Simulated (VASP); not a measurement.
# NiO: density of states with PBE+U

NiO:

```xyz
2
Lattice="0.0000 2.1337 2.1337 2.1337 0.0000 2.1337 2.1337 2.1337 0.0000" Properties=species:S:1:pos:R:3 pbc="T T T"
Ni    0.0000    0.0000    0.0000
O     2.1337    2.1337    2.1337
```

```json
{
 "Program": "VASP 6.6.1",
 "Task": "density of states",
 "Functional": "PBE",
 "Potentials or basis": "VASP PAW PBE potentials, release 64 (Ni_sv_GW, O)",
 "Cutoff": "520 eV",
 "k mesh": "12 × 12 × 12",
 "Occupations": "gaussian, width 0.02 eV",
 "Spin": "collinear spin, ferromagnetic start",
 "Starting moments": "[1.91, 0.21] μB",
 "Hubbard terms": "Ni d U = 6.2 eV",
 "Dipole correction": "no",
 "k mesh for the DOS": "18 × 18 × 18",
 "Second run": "valence_matched",
 "Occupations for the DOS": "tetrahedron",
 "Further INCAR settings": "ALGO = Normal; EDIFF = 1e-06; NBANDS = 23"
}
```

```json
{"Net moment": "2.00 μB per cell", "Site moments": "Ni +1.80; O +0.16 μB", "Valence electrons inside the program's atomic spheres": "Ni 16.09; O 5.01"}
```

Levels at points of the mesh, in eV from the valence-band top:
Spin up:
```tsv
k point	band 9	band 10	band 11	band 12	band 13	band 14	band 15	band 16	band 17	band 18
(0.00, 0.00, 0.00)	-4.51	-4.51	-1.48	-1.48	-1.48	2.00	18.27	18.49	18.49	18.49
(0.50, 0.00, 0.00)	-4.07	-4.07	-2.93	0.00	0.00	6.20	10.29	14.23	14.23	20.67
(0.50, 0.50, 0.00)	-4.73	-3.79	-3.79	-2.77	-2.77	6.29	11.16	11.95	16.68	16.68
```
Spin down:
```
           k point  band 9  band 10  band 11  band 12  band 13  band 14
(0.00, 0.00, 0.00)   -1.16    -1.16    -1.16     2.34     2.84     2.84
(0.50, 0.00, 0.00)   -1.98    -1.88    -1.88     5.01     5.01     6.38
(0.50, 0.50, 0.00)   -2.66    -2.48    -2.48     3.31     3.66     6.91
```

Eigenvalues of the final occupation matrices:
```tsv
site	spin	trace	eigenvalues
site 1 d	1	4.75	0.94 0.94 0.94 0.97 0.97
site 1 d	2	2.98	0.09 0.09 0.93 0.93 0.93
```

Wall time 100 s on 1 thread of AMD EPYC 9R45 96-Core Processor (Zen 5), on a shared host, peak memory 0.24 GiB.

Caveat: a cell with one magnetic atom can't hold antiferromagnetic order, which such compounds often take. The state reached can hang on the start; a lower one may exist.
